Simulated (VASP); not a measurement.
Runs of VASP 6.6.1 on NbC4. The structure is that of space group Pm-3m (No. 221), or close to it. The cells are those of the table. 

| task | cell | k mesh | cutoff (eV) | k mesh for the DOS | occupations for the DOS | gap on the mesh (eV) | pressure (GPa) | relaxed volume (Å³/atom) |
| --- | --- | --- | --- | --- | --- | --- | --- | --- |
| relaxation of cell and atoms | relaxed from a = 3.555 Å, 5 atoms | 6 × 6 × 6 | 600 | - | - | none | 0.4 | (a) |
| single point | a = 3.555 Å, 5 atoms | 6 × 6 × 6 | 520 | - | - | none | 115.7 | - |
| single point | a = 4.172 Å, 5 atoms | 10 × 10 × 10 | 520 | - | - | none | -0.3 | - |
| single point | a = 4.178 Å, 5 atoms | 6 × 6 × 6 | 520 | - | - | none | -0.2 | - |
| relaxation of cell and atoms | relaxed from a = 4.178 Å, 5 atoms | 10 × 10 × 10 | 600 | - | - | none | 0.0 | (b) |

Alike in all rows: level PBE; potentials or basis VASP PAW PBE potentials, release 64 (Nb_sv, C); no spin polarisation; smearing gaussian 0.1 eV.

Question: Estimate the missing entries.

Answer: (a) 14.44; (b) 14.48.

Caveats: the volume moved by over 15 % at a fixed basis, so the end points are rough (some runs).

A k mesh can miss the band edges, and the runs leave out spin-orbit coupling on Nb.

A gap of «none» marks levels without a gap at the run's occupations.
